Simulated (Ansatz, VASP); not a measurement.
TePb in VASP and in Ansatz

File INCAR:

```
SYSTEM = TePb
AGGAC = 1.0
AGGAX = 1.0
ALDAC = 0.0
ALDAX = 1.0
ALGO = Normal
EDIFF = 1E-6
ENCUT = 520
GGA = B5
ISIF = 2
ISMEAR = -1
IVDW = 12
LASPH = .True.
LCHARG = .True.
LELF = .True.
LREAL = .False.
LVHAR = .True.
LWAVE = .False.
NBANDS = 17
NELM = 80
PREC = Accurate
SIGMA = 0.05
VDW_A1 = 0.4298
VDW_A2 = 4.2359
VDW_S6 = 1.0
VDW_S8 = 2.6996
```

File KPOINTS:

```
k-points
0
Gamma
  7 7 7
  0 0 0
```

The input POSCAR:

```
TePb
1.0
    0.0000000000      3.2310000000      3.2310000000
    3.2310000000      0.0000000000      3.2310000000
    3.2310000000      3.2310000000      0.0000000000
Pb Te
1 1
Direct
    0.0000000000      0.0000000000      0.0000000000
    0.5000000000      0.5000000000      0.5000000000
```

Contents of input.yaml:

```yaml
crystal:
  lattice:
    - [0.0, 3.231, 3.231]
    - [3.231, 0.0, 3.231]
    - [3.231, 3.231, 0.0]
  atoms:
    - { symbol: Pb, position: [0.0, 0.0, 0.0] }
    - { symbol: Te, position: [0.5, 0.5, 0.5] }
hamiltonian:
  xc: blyp
  pseudopotentials: { kind: paw }
  dispersion: d3bj
kpoints:
  mp_grid: { grid: [7, 7, 7] }
scf:
  occupations: { method: fermi_dirac, width: 0.05 }
output:
  forces: true
  stress: true
  eigenvalues: true
  write_density: true
  write_potential: true
  elf: true
  volumetric_format: npy
```

Alike in both runs: task single point; functional BLYP; dispersion D3(BJ); k mesh 7 × 7 × 7; occupations fermi-dirac, width 0.05 eV; no spin polarisation.

|  | VASP | Ansatz |
| --- | --- | --- |
| version | VASP 6.6.1 | Ansatz 0.2.0 |
| potentials or method | VASP PAW PBE potentials, release 64 (Pb_d, Te) | Ansatz PAW |
| plane-wave cutoff (eV) | 520 | 420 |
| valence electrons in the cell | 20 | 30 |

|  | VASP | Ansatz | Ansatz less VASP |
| --- | --- | --- | --- |
| pressure (GPa) | 0.7 | 0.5 | -0.15 |

VASP's potentials were made for PBE, not for BLYP. VASP's potentials hold 20 valence electrons a cell and Ansatz's 30, so a difference there can come from the potentials and not from the codes.

Neither program's run includes spin-orbit coupling.
